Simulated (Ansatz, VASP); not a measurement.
InP in VASP and in Ansatz

```
In P
1.0
     0.00000    2.95379    2.95379
     3.02763    0.00000    2.95379
     3.02763    2.95379    0.00000
In P
1 1
Cartesian
  0.0000 0.0000 0.0000
  1.5138 1.4769 1.4769
```

Change from the starting cell: uniaxial_x strain +2.5%.

Alike in both runs: task single point; functional r2SCAN; k mesh 8 × 8 × 8; no spin polarisation.

|  | VASP | Ansatz |
| --- | --- | --- |
| version | VASP 6.6.1 | Ansatz 0.2.0 |
| potentials or method | VASP PAW PBE potentials, release 64 (In_d, P) | plane waves, PAW |
| plane-wave cutoff (eV) | 520 | 500 |
| occupations | gaussian, width 0.01 eV | fixed |
| valence electrons in the cell | 18 | 18 |

|  | VASP | Ansatz | Ansatz less VASP |
| --- | --- | --- | --- |
| gap on the k mesh at the Fermi level (eV) | 0.84 | 0.84 | -0.003 |
| pressure (GPa) | -1.7 | -1.6 | +0.09 |
| traceless stress, the component that is largest in VASP (GPa) | -0.79 | -0.78 | +0.006 |

VASP's potentials were made for PBE, not for r2SCAN.
